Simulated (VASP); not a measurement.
# AlNi (Cmmm) in VASP: further runs

The runs below take AlNi through single point, with PBE.

Program: VASP 6.6.1. These are calculated values, not measurements. Logs are shortened: lines on timing, memory, paths and dates and some standing lists are left out, and cuts for length are marked.

## 1. The cell of the first run

The structure is orthorhombic, space group Cmmm (No. 65). The conventional cell has a = 3.932 Å, b = 4.086 Å, c = 2.901 Å, α = 90.00°, β = 90.00°, γ = 90.00°. Al (site symmetry mmm) has 8 Ni at 2.44 to 2.51 Å and 6 Al at 2.84 to 2.90 Å within 3.2 Å. Ni (site symmetry mmm) has 8 Al at 2.44 to 2.51 Å and 6 Ni at 2.84 to 2.90 Å within 3.2 Å.

## 2. Single point, PBE (strain -0.0375 x Voigt [0, 1, 0, 0, 0, 0])

Input file INCAR:

```
  ALGO = Fast
  EDIFF = 1E-7
  ENCUT = 520
  GGA = PE
  ISIF = 2
  ISMEAR = 0
  LASPH = T
  LCHARG = F
  LREAL = F
  LWAVE = F
  NBANDS = 14
  NELM = 80
  PREC = Accurate
  SIGMA = 0.15
```

Input file KPOINTS:

```
k-points
0
Gamma
  20 20 20
```

Input file POSCAR:

```
AlNi
1.0
    2.0428098070     -1.9662044392      0.0000000000
    2.0428098070      1.9662044392      0.0000000000
    0.0000000000      0.0000000000      2.9011416498
Al Ni
1 1
Direct
    0.0000000000      0.0000000000      0.0000000000
    0.5000000000      0.5000000000      0.5000000000
```

Potentials or basis: VASP PAW PBE potentials, release 64 (Al, Ni).

Run with:

```sh
$ cat potpaw_PBE.64/Al/POTCAR potpaw_PBE.64/Ni/POTCAR > POTCAR
$ mpirun -np 1 vasp_std > vasp.out
```

OUTCAR:

```text
EDIFF = 1E-7
   ENCUT = 520
   GGA = PE
   ISIF = 2
   ISMEAR = 0
   LASPH = T
   LREAL = F
   NELM = 80
   PREC = Accurate

 ion  position               nearest neighbor table
   1  0.000  0.000  0.000-   2 2.44   2 2.44   2 2.44   2 2.44   2 2.51   2 2.51   2 2.51   2 2.51

   2  0.500  0.500  0.500-   1 2.44   1 2.44   1 2.44   1 2.44   1 2.51   1 2.51   1 2.51   1 2.51

  LATTYP: Found a base centered orthorhombic cell.
 ALAT       =     3.9324088784
 B/A-ratio  =     1.0389610390
 C/A-ratio  =     0.7377517800

  Lattice vectors:

 A1 = (  -2.0428098070,  -1.9662044392,   0.0000000000)
 A2 = (   2.0428098070,  -1.9662044392,   0.0000000000)
 A3 = (   0.0000000000,   0.0000000000,   2.9011416498)

Analysis of symmetry for initial positions (statically):
=====================================================================
 Subroutine PRICEL returns:
 Original cell was already a primitive cell.

 Routine SETGRP: Setting up the symmetry group for a
 base centered orthorhombic supercell.

 Subroutine GETGRP returns: Found  8 space group operations
 (whereof  8 operations were pure point group operations)
 out of a pool of  8 trial point group operations.

The static configuration has the point symmetry D_2h.

Analysis of symmetry for dynamics (positions and initial velocities):
=====================================================================
 Subroutine PRICEL returns:
 Original cell was already a primitive cell.

 Routine SETGRP: Setting up the symmetry group for a
 base centered orthorhombic supercell.

 Subroutine GETGRP returns: Found  8 space group operations
 (whereof  8 operations were pure point group operations)
 out of a pool of  8 trial point group operations.

The dynamic configuration has the point symmetry D_2h.

 Subroutine INISYM returns: Found  8 space group operations
 (whereof  8 operations are pure point group operations),
 and found     1 'primitive' translations

----------------------------------------------------------------------------------------

                                     Primitive cell

  volume of cell :      23.3053

  direct lattice vectors                    reciprocal lattice vectors
     2.042809807 -1.966204439  0.000000000     0.244760916 -0.254297056  0.000000000
     2.042809807  1.966204439  0.000000000     0.244760916  0.254297056  0.000000000
     0.000000000  0.000000000  2.901141650     0.000000000  0.000000000  0.344691891

  length of vectors
     2.835318642  2.835318642  2.901141650     0.352951695  0.352951695  0.344691891

[... 88 lines left out ...]
   POTIM  = 0.5000    time-step for ionic-motion
   TEBEG  =    0.0;   TEEND  =   0.0 temperature during run
   PSTRESS=    0.0 pullay stress
   NELECT =      13.0000    total number of electrons
   NUPDOWN=      -1.0000    fix difference up-down
   EMIN   =  10.00;   EMAX   =-10.00  energy-range for DOS
   EFERMI =   0.00;   METHOD = LEGACY
   ISMEAR =     0;   SIGMA  =   0.15  broadening in eV -4-tet -1-fermi 0-gaus
   EFERMI_NEDOS =   21; number of points for ismear=-14 and -15
   IALGO  =     68    algorithm
   IMIX   =      4    mixing-type and parameters
     AMIX     =   0.40;   BMIX     =  1.00
     AMIX_MAG =   1.60;   BMIX_MAG =  1.00
  volume/ion in A,a.u.               =      11.65        78.64
  Fermi-wavevector in a.u.,A,eV,Ry     =   1.347630  2.546652 24.709642  1.816107
  Thomas-Fermi vector in A             =   2.475365
   LORBIT       =      0    0 simple, 1 ext, 2 COOP (PROOUT), +10 PAW based schemes
   GGA     = PE    functional components
   LHFCALC =     F    Hartree Fock is set to
   AEXX    =    0.0000 exact exchange contribution
   IVDW    =     0    specifies the selected vdW correction
   LEPSILON=     F    determine dielectric tensor
   LRPA    =     F    only Hartree local field effects (RPA)
 non-spin polarized calculation
 RMM-DIIS sequential band-by-band and
 Gauss-broadening in eV      SIGMA  =   0.15
  energy-cutoff  :      520.00
  volume of cell :       23.31
 maximum number of plane-waves:       645
 NGX is ok and might be reduce to    24
   NGX = 11   NGY = 11   NGZ = 11

 number of electron      13.0000003 magnetization

 Free energy of the ion-electron system (eV)
  ---------------------------------------------------
  ext. energy  EPLUGINS =         0.00000000
  ---------------------------------------------------
  free energy    TOTEN  =       -10.50906526 eV

  energy without entropy =      -10.49957678  energy(sigma->0) =      -10.50432102

 E-fermi :  10.3683     XC(G=0): -12.1719

 val. band max:       10.3665779472   @ k =  -0.3500   0.0500   0.3000
 cond. band min:      10.3684007203   @ k =   0.5000   0.4000   0.3500
 fundamental gap:      0.0018227731
 Fermi energy:        10.3683119331

 k-point     1 :       0.0000    0.0000    0.0000
  band No.  band energies     occupation
      1      -0.9572      2.00000
      2       7.0026      2.00000
      3       7.0334      2.00000
      4       8.7012      2.00000
      5       8.8026      2.00000
      6       8.8103      2.00000
      7      15.4226      0.00000
      8      16.1550      0.00000
      9      16.4038      0.00000
     10      18.4642      0.00000
     11      18.6867      0.00000
     12      24.6077      0.00000
     13      31.4165      0.00000
     14      31.4917      0.00000
[... 377 lines left out ...]
      1       1.3745      2.00000
      2       5.7442      2.00000
      3       7.4091      2.00000
      4       8.0974      2.00000
      5       8.2129      2.00000
      6       8.8130      2.00000
      7      10.1926      1.90233
      8      17.5167      0.00000
      9      18.2276      0.00000
     10      19.5440      0.00000
     11      23.5780      0.00000
     12      23.8286      0.00000
     13      24.2148      0.00000
     14      26.9835      0.00000

 [... further k-points ...]
[... 5 lines left out ...]
  --------------------------------------------------------------------------------------
  -------------------------------------------------------------------------------------
  Total        0.3432109      1.7714233      0.8283128      0.0000000      0.0000000      0.0000000
  in kB       23.5947906    121.7803984     56.9441920      0.0000000      0.0000000      0.0000000
  external PRESSURE =      67.4397937 kB  Pullay stress =       0.0000000 kB

 VOLUME and BASIS-vectors are now :
 -----------------------------------------------------------------------------
  energy-cutoff  :      520.00
  volume of cell :       23.31
      direct lattice vectors                 reciprocal lattice vectors
     2.042809807 -1.966204439  0.000000000     0.244760916 -0.254297056  0.000000000
     2.042809807  1.966204439  0.000000000     0.244760916  0.254297056  0.000000000
     0.000000000  0.000000000  2.901141650     0.000000000  0.000000000  0.344691891

 POSITION                                       TOTAL-FORCE (eV/Angst)
 -----------------------------------------------------------------------------------
      0.00000      0.00000      0.00000        -0.000000      0.000000      0.000000
      2.04281      0.00000      1.45057         0.000000      0.000000      0.000000
 -----------------------------------------------------------------------------------
    total drift:                                0.000000     -0.000000     -0.000000

  FREE ENERGIE OF THE ION-ELECTRON SYSTEM (eV)
  ---------------------------------------------------
  free  energy   TOTEN  =       -10.5090652603 eV

  energy  without entropy=      -10.4995767814  energy(sigma->0) =      -10.50432102
```

stdout:

```text
POSCAR found type information on POSCAR AlNi
 POSCAR found :  2 types and       2 ions
 scaLAPACK will be used
 LDA part: xc-table for (Slater+PW92), standard interpolation
 POSCAR, INCAR and KPOINTS ok, starting setup
 FFT: planning ... GRIDC
 FFT: planning ... GRID_SOFT
 FFT: planning ... GRID
 WAVECAR not read
 entering main loop
WARNING in EDDRMM: call to ZHEGV failed, returncode =   8  4     13
WARNING in EDDRMM: call to ZHEGV failed, returncode =   8  4     13
WARNING in EDDRMM: call to ZHEGV failed, returncode =   6  3     13
WARNING in EDDRMM: call to ZHEGV failed, returncode =   8  4     14
WARNING in EDDRMM: call to ZHEGV failed, returncode =   6  3     13
WARNING in EDDRMM: call to ZHEGV failed, returncode =   6  3     13
WARNING in EDDRMM: call to ZHEGV failed, returncode =   6  3     14
WARNING in EDDRMM: call to ZHEGV failed, returncode =   8  4     13
```

It took 3.1 min on 1 thread of Intel Xeon Platinum 8488C (Sapphire Rapids), shared host; peak memory 0.5 GiB.

What came out:

```yaml
Free_energy: -10.5091 eV
Pressure: 6.7 GPa
Band_gap_on_the_k_mesh: zero (an odd number of electrons rules out a gap without spin polarisation)
```

Caveat: the cell differs from its parent crystal (strain -0.0375 x Voigt [0, 1, 0, 0, 0, 0]); the stress differs along the axes, from 2 to 12 GPa.

## 3. Single point, PBE (strain +0.0375 x Voigt [0, 1, 0, 0, 0, 0])

Input file INCAR:

```
PREC = Accurate
ENCUT = 520
EDIFF = 1E-6
ISMEAR = 0
SIGMA = 0.15
LREAL = False
LASPH = True
NELM = 100
ALGO = Fast
ISIF = 2
LWAVE = False
LCHARG = False
GGA = PE
NBANDS = 14
```

Input file KPOINTS:

```
regular mesh
0
Gamma
  20 20 20
```

Input file POSCAR:

```
AlNi
1.0
    2.0428098070     -2.1194151747      0.0000000000
    2.0428098070      2.1194151747      0.0000000000
    0.0000000000      0.0000000000      2.9011416498
Al Ni
1 1
Direct
    0.0000000000      0.0000000000      0.0000000000
    0.5000000000      0.5000000000      0.5000000000
```

Potentials or basis: VASP PAW PBE potentials, release 64 (Al, Ni).

Run with:

```sh
$ cat potpaw_PBE.64/Al/POTCAR potpaw_PBE.64/Ni/POTCAR > POTCAR
$ mpirun -np 1 vasp_std > vasp.out
```

Wall time 3.1 min (1 thread of Intel Xeon Platinum 8488C (Sapphire Rapids), shared host); peak memory 0.52 GiB.

The run converged. Its results:

```yaml
Free_energy: -10.5159 eV
Pressure: -5.4 GPa
Band_gap_on_the_k_mesh: zero (an odd number of electrons rules out a gap without spin polarisation)
```

Stress tensor (GPa, compression positive):
```
-1.94  0.00  0.00
 0.00 -9.50  0.00
 0.00  0.00 -4.71
```

Levels at points of the mesh, in eV from the Fermi level:
| k point | band 4 | band 5 | band 6 | band 7 | band 8 | band 9 | band 10 | band 11 |
| --- | --- | --- | --- | --- | --- | --- | --- | --- |
| (0.00, 0.00, 0.00) | -1.48 | -1.47 | -1.39 | 5.01 | 5.28 | 5.63 | 7.92 | 8.02 |
| (0.50, 0.00, 0.00) | -2.12 | -2.06 | -1.35 | -0.65 | 8.12 | 9.68 | 10.08 | 10.15 |
| (0.50, 0.50, 0.00) | -2.56 | -1.92 | -1.88 | -0.97 | 1.25 | 2.24 | 11.93 | 14.74 |
| (0.00, 0.00, 0.50) | -2.20 | -2.06 | -1.38 | -0.55 | 8.24 | 9.55 | 9.80 | 10.37 |
| (0.50, 0.00, 0.50) | -2.68 | -1.96 | -1.94 | -0.94 | 1.44 | 2.28 | 11.52 | 14.54 |
| (0.50, 0.50, 0.50) | -0.94 | -0.91 | 1.81 | 1.96 | 2.28 | 3.38 | 4.09 | 4.10 |

Caveat: the cell differs from its parent crystal (strain +0.0375 x Voigt [0, 1, 0, 0, 0, 0]); the stress differs along the axes, from -9 to -2 GPa. Spin polarisation is off, so any magnetic state and its effect on volume and gap are missing.
